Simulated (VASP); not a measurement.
Runs of VASP 6.6.1 on Sb. The structure is that of space group Fm-3m (No. 225), or close to it. The cells are those of the table. 

| cell | gap on the mesh (eV) | pressure (GPa) |
| --- | --- | --- |
| a = 3.404 Å, angles 60.0°, 1 atom | none | 0.0 |
| a = 3.311 Å, angles 60.0°, 1 atom | none | (b) |
| a = 3.262 Å, angles 60.0°, 1 atom | none | 9.3 |
| a = 3.535 Å, angles 60.0°, 1 atom | none | (a) |
| a = 3.493 Å, angles 60.0°, 1 atom | none | -3.6 |

Alike in all rows: task single point; level revPBE; potentials or basis VASP PAW PBE potentials, release 64 (Sb); no spin polarisation; k mesh 13 × 13 × 13; cutoff (eV) 520; smearing fermi-dirac 0.1 eV.

**Question.** Fill in the values left out.

**Answer.** (a) -4.8; (b) 5.5.

Caveats: the PAW data sets were made with another functional, which shifts forces and pressure a little; spin-orbit coupling is left out, which moves the levels of the heavy elements.

A k mesh can miss the band edges, and the runs leave out spin-orbit coupling on Sb.

A gap of «none» marks levels without a gap at the run's occupations.
